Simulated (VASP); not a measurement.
A run of VASP 6.6.1:

Contents of INCAR:

```
SYSTEM = Pd
PREC = Accurate ; ENCUT = 520
EDIFF = 1E-7 ; ISMEAR = 0
SIGMA = 0.1 ; LREAL = .False.
LASPH = .True. ; NELM = 60
ALGO = Normal ; ISIF = 2
LWAVE = .False. ; LCHARG = .True.
GGA = PS ; LELF = .True.
LVHAR = .True. ; NBANDS = 11
```

The input KPOINTS:

```
Automatic mesh
0
Gamma
  18 18 18
  0 0 0
```

POSCAR

```
Pd
1.0
    0.0000000000      1.9772658539      1.9772658539
    1.9772658539      0.0000000000      1.9772658539
    1.9772658539      1.9772658539      0.0000000000
Pd
1
Direct
    0.0000000000      0.0000000000      0.0000000000
```

Potentials or basis: VASP PAW PBE potentials, release 64 (Pd).

Launch:

```console
$ cat potpaw_PBE.64/Pd/POTCAR > POTCAR
$ mpirun -np 1 vasp_std > vasp.out
```

Hardware: 1 thread of Intel(R) Xeon(R) Platinum 8559C (Emerald Rapids), with other jobs on the host.

Question: How long does it take, and how much memory?

Answer: Run time: 15 s on 1 thread of Intel(R) Xeon(R) Platinum 8559C (Emerald Rapids) (shared host), peak memory 0.16 GiB. Counts: scf iterations 12, k points 195.
